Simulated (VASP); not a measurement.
## Be: single point with PBEsol

Crystal: Be.

```
Be
1.0
     0.00000    1.57356    1.57356
     1.57356    0.00000    1.57356
     1.57356    1.57356    0.00000
Be
1
Direct
  0.00000 0.00000 0.00000
```

```
Program                : VASP 6.6.1
Task                   : single point
Functional             : PBEsol
Potentials or basis    : VASP PAW PBE potentials, release 64 (Be)
Cutoff                 : 520 eV
k mesh                 : 23 × 23 × 23
Occupations            : fermi-dirac, width 0.05 eV
Spin                   : no spin polarisation
Dipole correction      : no
Further INCAR settings : ALGO = Normal; EDIFF = 1e-07; NBANDS = 7
```

```
Pressure               : 0.4 GPa
Band gap on the k mesh : zero (band 1 reaches 8.30 eV, above the bottom of band 2 at 7.65 eV)
```

Levels at points of the mesh, in eV from the Fermi level:
| k point | band 1 | band 2 | band 3 | band 4 | band 5 | band 6 |
| --- | --- | --- | --- | --- | --- | --- |
| (0.00, 0.00, 0.00) | -11.96 | 19.57 | 19.57 | 19.57 | 29.28 | 29.28 |

It took 15 s on 1 thread of AMD EPYC 7R13 Processor (Zen 3), on a shared host, peak memory 0.09 GiB.

Caveat: the PAW data sets were made with another functional, which shifts forces and pressure a little.
